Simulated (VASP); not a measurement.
# Al2SbP3 (P-3m1) in VASP: single point with r2SCAN+rVV10

Aim: the single point of Al2SbP3 with r2SCAN+rVV10.

All numbers are computed with VASP 6.6.1; they aren't measurements. Logs are shortened: lines on timing, memory, paths and dates and some standing lists are left out, and cuts for length are marked.

### 1 The cell of the first run

It takes space group P-3m1 (No. 164, trigonal). The conventional cell has a = 3.703 Å, b = 3.703 Å, c = 9.054 Å, α = 90.00°, β = 90.00°, γ = 120.00°. Al (site symmetry 3m) has 6 P at 2.55 to 2.56 Å within 3.4 Å. Within 3.8 Å of Sb (site symmetry -3m) lie 6 P at 2.74 Å and 6 Sb at 3.70 Å and 6 Al at 3.78 Å. P (site symmetry 3m) has 3 Al at 2.55 Å and 3 Sb at 2.74 Å and 9 P at 3.53 to 3.70 Å within 3.8 Å. Within 3.8 Å of P (site symmetry -3m) lie 6 Al at 2.56 Å and 12 P at 3.53 to 3.70 Å.

### 2 Single point, r2SCAN+rVV10

POSCAR reads:

```
Al2SbP3
1.0
    3.7026119260      0.0000000000      0.0000000000
   -1.8513059630      3.2065559883      0.0000000000
    0.0000000000      0.0000000000      9.0536607019
Al Sb P
2 1 3
Direct
    0.3333333333      0.6666666667      0.6562609656
    0.6666666667      0.3333333333      0.3437390344
    0.0000000000      0.0000000000      0.0000000000
    0.3333333333      0.6666666667      0.1895691232
    0.6666666667      0.3333333333      0.8104308768
    0.0000000000      0.0000000000      0.5000000000
```

INCAR.step1 reads:

```
SYSTEM = Al2SbP3
ALGO = Normal
EDIFF = 1E-4
ENCUT = 520
GGA = PE
ISMEAR = -1
LASPH = .True.
LCHARG = .False.
LREAL = .False.
LWAVE = .True.
NBANDS = 22
NELM = 100
PREC = Accurate
SIGMA = 0.03
```

INCAR.step2 reads:

```
SYSTEM = Al2SbP3
ALGO = Normal
BPARAM = 11.95
CPARAM = 0.0093
EDIFF = 1E-6
ENCUT = 520
ISIF = 2
ISMEAR = -1
ISTART = 1
IVDW_NL = 2
LASPH = .True.
LCHARG = .False.
LMIXTAU = .True.
LREAL = .False.
LUSE_VDW = .True.
LWAVE = .False.
METAGGA = R2SCAN
NBANDS = 22
NELM = 100
PREC = Accurate
SIGMA = 0.03
```

KPOINTS reads:

```
k-points
0
Gamma
  12 12 4
  0 0 0
```

Potentials or basis: VASP PAW PBE potentials, release 64 (Al, Sb, P).

Started as:

```console
cat potpaw_PBE.64/Al/POTCAR potpaw_PBE.64/Sb/POTCAR potpaw_PBE.64/P/POTCAR > POTCAR
cp INCAR.step1 INCAR
mpirun -np 1 vasp_std > vasp.out
cp INCAR.step2 INCAR
mpirun -np 1 vasp_std > vasp.out
```

OUTCAR:

```text
SYSTEM = Al2SbP3
   BPARAM = 11.95
   EDIFF = 1E-6
   ENCUT = 520
   ISIF = 2
   ISMEAR = -1
   ISTART = 1
   IVDW_NL = 2
   LASPH = .True.
   LREAL = .False.
   METAGGA = R2SCAN
   NELM = 100
   PREC = Accurate

 ion  position               nearest neighbor table
   1  0.333  0.667  0.656-   5 2.55   5 2.55   5 2.55   6 2.56   6 2.56   6 2.56
   2  0.667  0.333  0.344-   4 2.55   4 2.55   4 2.55   6 2.56   6 2.56   6 2.56
   3  0.000  0.000  0.000-   4 2.74   5 2.74   5 2.74   4 2.74   5 2.74   4 2.74
   4  0.333  0.667  0.190-   2 2.55   2 2.55   2 2.55   3 2.74   3 2.74   3 2.74
   5  0.667  0.333  0.810-   1 2.55   1 2.55   1 2.55   3 2.74   3 2.74   3 2.74
   6  0.000  0.000  0.500-   1 2.56   2 2.56   2 2.56   1 2.56   2 2.56   1 2.56

  LATTYP: Found a hexagonal cell.
 ALAT       =     3.7026119260
 C/A-ratio  =     2.4452091882

  Lattice vectors:

 A1 = (   3.7026119260,   0.0000000000,   0.0000000000)
 A2 = (  -1.8513059630,   3.2065559883,   0.0000000000)
 A3 = (   0.0000000000,   0.0000000000,   9.0536607019)

Analysis of symmetry for initial positions (statically):
=====================================================================
 Subroutine PRICEL returns:
 Original cell was already a primitive cell.

 Routine SETGRP: Setting up the symmetry group for a
 hexagonal supercell.

 Subroutine GETGRP returns: Found 12 space group operations
 (whereof 12 operations were pure point group operations)
 out of a pool of 24 trial point group operations.

The static configuration has the point symmetry D_3d.

Analysis of symmetry for dynamics (positions and initial velocities):
=====================================================================
 Subroutine PRICEL returns:
 Original cell was already a primitive cell.

 Routine SETGRP: Setting up the symmetry group for a
 hexagonal supercell.

 Subroutine GETGRP returns: Found 12 space group operations
 (whereof 12 operations were pure point group operations)
 out of a pool of 24 trial point group operations.

The dynamic configuration has the point symmetry D_3d.

 Subroutine INISYM returns: Found 12 space group operations
 (whereof 12 operations are pure point group operations),
 and found     1 'primitive' translations

----------------------------------------------------------------------------------------

                                     Primitive cell

  volume of cell :     107.4908

  direct lattice vectors                    reciprocal lattice vectors
     3.702611926  0.000000000  0.000000000     0.270079614  0.155930538  0.000000000
    -1.851305963  3.206555988  0.000000000     0.000000000  0.311861076  0.000000000
     0.000000000  0.000000000  9.053660702     0.000000000  0.000000000  0.110452560

  length of vectors
     3.702611926  3.702611926  9.053660702     0.311861076  0.311861076  0.110452560

  position of ions in fractional coordinates (direct lattice)
     0.333333333  0.666666667  0.656260966
     0.666666667  0.333333333  0.343739034
     0.000000000  0.000000000  0.000000000
     0.333333333  0.666666667  0.189569123
     0.666666667  0.333333333  0.810430877
     0.000000000  0.000000000  0.500000000

  ion indices of the primitive-cell ions
   primitive index   ion index
                 1           1
                 2           2
                 3           3
                 4           4
                 5           5
                 6           6

----------------------------------------------------------------------------------------

 KPOINTS: k-points

Automatic generation of k-mesh.
 Grid dimensions read from file:
 generate k-points for:   12   12    4

 Generating k-lattice:

  Cartesian coordinates                     Fractional coordinates (reciprocal lattice)
     0.022506635  0.012994211  0.000000000     0.083333333  0.000000000  0.000000000
     0.000000000  0.025988423  0.000000000     0.000000000  0.083333333  0.000000000
     0.000000000  0.000000000  0.027613140     0.000000000  0.000000000  0.250000000

  Length of vectors
     0.025988423  0.025988423  0.027613140

  Shift w.r.t. Gamma in fractional coordinates (k-lattice)
     0.000000000  0.000000000  0.000000000

 Subroutine IBZKPT returns following result:
 ===========================================

 Found     69 irreducible k-points:

 Following reciprocal coordinates:
            Coordinates               Weight
  0.000000  0.000000  0.000000      1.000000
  0.083333  0.000000  0.000000      6.000000
  0.166667  0.000000  0.000000      6.000000
  0.250000  0.000000  0.000000      6.000000
  0.333333  0.000000  0.000000      6.000000
  0.416667  0.000000  0.000000      6.000000
[... 16 lines left out ...]
  0.166667  0.000000  0.250000      6.000000
  0.000000  0.166667  0.250000      6.000000
 [... further k-points ...]
   k-points           NKPTS =     69   k-points in BZ     NKDIM =     69   number of bands    NBANDS=     22
   number of dos      NEDOS =    301   number of ions     NIONS =      6
   total plane-waves  NPLWV =  54880
   dimension x,y,z NGX =    28 NGY =   28 NGZ =   70
   dimension x,y,z NGXF=    56 NGYF=   56 NGZF=  140
   ions per type =               2   1   3
   NGX,Y,Z   is equivalent  to a cutoff of  12.57, 12.57, 12.85 a.u.
   NGXF,Y,Z  is equivalent  to a cutoff of  25.14, 25.14, 25.71 a.u.
 SYSTEM =  Al2SbP3
   PREC   = accura    normal or accurate (medium, high low for compatibility)
   ISTART =      1    job   : 0-new  1-cont  2-samecut
   ICHARG =      0    charge: 1-file 2-atom 10-const
   ISPIN  =      1    spin polarized calculation?
   LNONCOLLINEAR =      F non collinear calculations
   LSORBIT =      F    spin-orbit coupling
   LASPH  =      T    aspherical Exc in radial PAW
   ENCUT  =  520.0 eV  38.22 Ry    6.18 a.u.   6.88  6.88 16.83*2*pi/ulx,y,z
   NELM   =    100;   NELMIN=  2; NELMDL=  0     # of ELM steps
   EDIFF  = 0.1E-05   stopping-criterion for ELM
   LREAL  =      F    real-space projection
   EDIFFG = 0.1E-04   stopping-criterion for IOM
   NSW    =      0    number of steps for IOM
   IBRION =     -1    ionic relax: 0-MD 1-quasi-New 2-CG
   NFREE  =      0    steps in history (QN), initial steepest desc. (CG)
   ISIF   =      2    stress and relaxation
   ISYM   =      2    0-nonsym 1-usesym 2-fastsym
   POTIM  = 0.5000    time-step for ionic-motion
   TEBEG  =    0.0;   TEEND  =   0.0 temperature during run
   PSTRESS=    0.0 pullay stress
   NELECT =      26.0000    total number of electrons
   NUPDOWN=      -1.0000    fix difference up-down
   EMIN   =  10.00;   EMAX   =-10.00  energy-range for DOS
   EFERMI =   0.00;   METHOD = LEGACY
   ISMEAR =    -1;   SIGMA  =   0.03  broadening in eV -4-tet -1-fermi 0-gaus
   EFERMI_NEDOS =   21; number of points for ismear=-14 and -15
   IALGO  =     38    algorithm
   IMIX   =      4    mixing-type and parameters
     AMIX     =   0.40;   BMIX     =  1.00
     AMIX_MAG =   1.60;   BMIX_MAG =  1.00
  volume/ion in A,a.u.               =      17.92       120.90
  Fermi-wavevector in a.u.,A,eV,Ry     =   1.020020  1.927559 14.156068  1.040442
  Thomas-Fermi vector in A             =   2.153567
   LORBIT       =      0    0 simple, 1 ext, 2 COOP (PROOUT), +10 PAW based schemes
   METAGGA = R2SCAN    functional components
   LHFCALC =     F    Hartree Fock is set to
   AEXX    =    0.0000 exact exchange contribution
   IVDW_NL    =     2    kernel type
   BPARAM     =11.9500
   IVDW    =     0    specifies the selected vdW correction
   LEPSILON=     F    determine dielectric tensor
   LRPA    =     F    only Hartree local field effects (RPA)
 non-spin polarized calculation
  energy-cutoff  :      520.00
  volume of cell :      107.49
 maximum number of plane-waves:      2943
   NGX = 13   NGY = 13   NGZ = 33

 number of electron      25.9999998 magnetization

 Free energy of the ion-electron system (eV)
  ---------------------------------------------------
  ext. energy  EPLUGINS =         0.00000000
  ---------------------------------------------------
  free energy    TOTEN  =       -66.67282804 eV

  energy without entropy =      -66.67041884  energy(sigma->0) =      -66.67162344

 E-fermi :   8.1683     XC(G=0): -10.9802

 val. band max:        8.1640539537   @ k =   0.3333   0.3333   0.0000
 cond. band min:       8.2488258171   @ k =   0.3333   0.0000   0.2500
 fundamental gap:      0.0847718634
 Fermi energy:         8.1682671044

 k-point     1 :       0.0000    0.0000    0.0000
  band No.  band energies     occupation
      1      -6.5824      2.00000
      2      -4.6302      2.00000
      3      -4.5533      2.00000
      4       0.1535      2.00000
      5       1.7885      2.00000
      6       6.6595      2.00000
[... 14 lines left out ...]
     21      13.6960      0.00000
     22      13.6960      0.00000

 k-point     2 :       0.0833    0.0000    0.0000
  band No.  band energies     occupation
      1      -6.4856      2.00000
      2      -4.5438      2.00000
      3      -4.4687      2.00000
      4       0.1801      2.00000
      5       1.8729      2.00000
      6       5.7732      2.00000
[... 14 lines left out ...]
     21      13.6314      0.00000
     22      13.9188      0.00000

 k-point     3 :       0.1667    0.0000    0.0000
  band No.  band energies     occupation
      1      -6.1970      2.00000
      2      -4.2889      2.00000
      3      -4.2212      2.00000
      4       0.2134      2.00000
      5       2.1046      2.00000
      6       4.3949      2.00000
[... 14 lines left out ...]
     21      13.5519      0.00000
     22      14.0583      0.00000
[... 476 lines left out ...]
 k-point    23 :       0.1667    0.0000    0.2500
  band No.  band energies     occupation
      1      -6.1399      2.00000
      2      -4.8707      2.00000
      3      -3.5017      2.00000
      4      -0.4146      2.00000
      5       2.9151      2.00000
      6       4.3140      2.00000
[... 14 lines left out ...]
     21      13.8865      0.00000
     22      14.1109      0.00000

 k-point    24 :       0.0000    0.1667    0.2500
  band No.  band energies     occupation
      1      -6.1400      2.00000
      2      -4.8692      2.00000
      3      -3.5063      2.00000
      4      -0.3906      2.00000
      5       2.6779      2.00000
      6       4.5792      2.00000
[... 14 lines left out ...]
     21      13.1698      0.00000
     22      14.1444      0.00000

 [... further k-points ...]
[... 5 lines left out ...]
  --------------------------------------------------------------------------------------
  -------------------------------------------------------------------------------------
  Total       -0.0668100     -0.0668100     -0.0731927     -0.0000000     -0.0000000      0.0000000
  in kB       -0.9958194     -0.9958194     -1.0909559     -0.0000000     -0.0000000      0.0000000
  external PRESSURE =      -1.0275316 kB  Pullay stress =       0.0000000 kB

 VOLUME and BASIS-vectors are now :
 -----------------------------------------------------------------------------
  energy-cutoff  :      520.00
  volume of cell :      107.49
      direct lattice vectors                 reciprocal lattice vectors
     3.702611926  0.000000000  0.000000000     0.270079614  0.155930538  0.000000000
    -1.851305963  3.206555988  0.000000000     0.000000000  0.311861076  0.000000000
     0.000000000  0.000000000  9.053660702     0.000000000  0.000000000  0.110452560

 POSITION                                       TOTAL-FORCE (eV/Angst)
 -----------------------------------------------------------------------------------
     -0.00000      2.13770      5.94156        -0.000000      0.000000      0.010991
      1.85131      1.06885      3.11210         0.000000      0.000000     -0.010991
      0.00000      0.00000      0.00000        -0.000000      0.000000      0.000000
     -0.00000      2.13770      1.71629        -0.000000      0.000000      0.040609
      1.85131      1.06885      7.33737        -0.000000      0.000000     -0.040609
      0.00000      0.00000      4.52683        -0.000000      0.000000      0.000000
 -----------------------------------------------------------------------------------
    total drift:                               -0.000000     -0.000000      0.000000

  FREE ENERGIE OF THE ION-ELECTRON SYSTEM (eV)
  ---------------------------------------------------
  free  energy   TOTEN  =       -66.6728280367 eV

  energy  without entropy=      -66.6704188396  energy(sigma->0) =      -66.67162344
```

It took 8.7 min on 1 thread of Intel Xeon Platinum 8259CL at 2.50GHz (Skylake/Cascade Lake), shared host; peak memory 0.54 GiB.

What came out:

| Quantity | Value |
| --- | --- |
| Free energy | -66.6728 eV |
| Pressure | -0.1 GPa |
| Largest force | 0.041 eV/Å |
| Band gap on the k mesh | zero (bands 13 and 14 overlap by 2.48 eV) |

Forces in eV/Å, atoms in the order of the input:
```
Al   0.000  0.000  0.011
Al   0.000  0.000 -0.011
Sb   0.000  0.000  0.000
P    0.000  0.000  0.041
P    0.000  0.000 -0.041
P    0.000  0.000  0.000
```

Levels at points of the mesh, in eV from the Fermi level:
```
           k point  band 11  band 12  band 13  band 14  band 15  band 16
(0.00, 0.00, 0.00)    -0.80    -0.80     0.29     1.68     1.68     2.29
(0.50, 0.00, 0.00)    -2.89    -2.25    -2.09     0.20     0.62     2.13
(0.00, 0.00, 0.50)    -0.70    -0.70     1.46     1.46     1.66     2.07
(0.50, 0.00, 0.50)    -1.88    -1.21    -1.05    -1.02     1.45     1.76
```

Caveat: the PAW data sets were made with another functional, which shifts forces and pressure a little; spin-orbit coupling is left out, which moves the levels of the heavy elements.

The gap in the log of VASP goes by the Fermi energy; the results here count the filled bands.